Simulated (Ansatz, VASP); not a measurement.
**Sc: VASP beside Ansatz**

Contents of INCAR:

```
SYSTEM = Sc
  PREC = Accurate
  ENCUT = 600
  EDIFF = 1E-7
  ISMEAR = 0
  SIGMA = 0.1
  LREAL = .FALSE.
  LASPH = .TRUE.
  NELM = 100
  ALGO = Fast
  ISIF = 3
  LWAVE = .FALSE.
  LCHARG = .FALSE.
  GGA = PS
  IBRION = 2
  NSW = 100
  EDIFFG = -0.002
```

KPOINTS

```
regular mesh
0
G
  15 15 8
  0 0 0
```

The input POSCAR:

```
Sc
1.0
    3.2912249500      0.0000000000      0.0000000000
   -1.6456124800      2.8502844200      0.0000000000
    0.0000000000      0.0000000000      5.3325723900
Sc
2
Direct
    0.3333333300      0.6666666700      0.2500000000
    0.6666666700      0.3333333300      0.7500000000
```

Input for Ansatz:

```yaml
crystal:
  lattice:
    - [3.29122495, 0.0, 0.0]
    - [-1.64561248, 2.85028442, 0.0]
    - [0.0, 0.0, 5.33257239]
  atoms:
    - { symbol: Sc, position: [0.33333333, 0.66666667, 0.25] }
    - { symbol: Sc, position: [0.66666667, 0.33333333, 0.75] }
basis:
  ecutwfc: 420
kpoints:
  mp_grid: { grid: [15, 15, 8] }
hamiltonian:
  xc: pbesol
  pseudopotentials: { kind: paw, azcp: { folder: soft_1 } }
scf:
  occupations: { method: gaussian, width: 0.1 }
output:
  forces: true
  stress: true
  eigenvalues: true
  write_density: true
  write_potential: true
  elf: true
  volumetric_format: npy
relax:
  adjacent_minimum: "off"
  f_tol: 0.002
  max_steps: 80
  cell: { stress_tol: 0.02 }
```

Alike in both runs: task relaxation of cell and atoms; functional PBEsol; k mesh 15 × 15 × 8; occupations gaussian, width 0.1 eV; no spin polarisation.

|  | VASP | Ansatz |
| --- | --- | --- |
| version | VASP 6.6.1 | Ansatz 0.2.0 |
| potentials or method | VASP PAW PBE potentials, release 64 (Sc_sv), cutoff 600 eV | scalar-relativistic, plane waves, PAW |
| valence electrons in the cell | 22 | 22 |

VASP gave:

```
gap on the k mesh at the Fermi level, each at its own relaxed structure (eV) : none
relaxed volume (Å³/atom)                                                     : 23.67
relaxed cell length with the largest relative difference (Å)                 : 3.279
```

Q: Estimate Ansatz's values.

A: gap on the k mesh at the Fermi level, each at its own relaxed structure (eV): none; relaxed volume (Å³/atom): 23.63; relaxed cell length with the largest relative difference (Å): 3.277.

VASP's potentials were made for PBE, not for PBEsol, and Ansatz warns of the same on its side. A gap of «none» marks a metal or a gap that the smearing closes.
